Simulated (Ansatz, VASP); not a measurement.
## TaN: VASP beside Ansatz

```xyz
2
Lattice="-0.1781 2.1589 2.1589 2.1589 -0.1781 2.1589 2.1589 2.1589 -0.1781" Properties=species:S:1:pos:R:3 pbc="T T T"
Ta    2.0698    2.0698    2.0698
N     0.0000    0.0000    0.0000
```

Alike in both runs: task single point; functional PBEsol; k mesh 20 × 20 × 20; occupations gaussian, width 0.15 eV; no spin polarisation.

|  | VASP | Ansatz |
| --- | --- | --- |
| version | VASP 6.6.1 | Ansatz 0.2.0 |
| potentials or method | VASP PAW PBE potentials, release 64 (Ta_pv, N), cutoff 520 eV | scalar-relativistic, plane waves, PAW |
| valence electrons in the cell | 16 | 18 |

```csv
,VASP,Ansatz,Ansatz less VASP
gap on the k mesh at the Fermi level (eV),none,none,-
pressure (GPa),-21.7,-22.5,-0.88
"traceless stress, the component that is largest in VASP (GPa)",6.09,6.15,+0.063
```

VASP's potentials were made for PBE, not for PBEsol, and Ansatz warns of the same on its side. A gap of «none» marks a metal or a gap that the smearing closes. VASP's potentials hold 16 valence electrons a cell and Ansatz's 18, so a difference there can come from the potentials and not from the codes.

Spin-orbit coupling is off throughout.
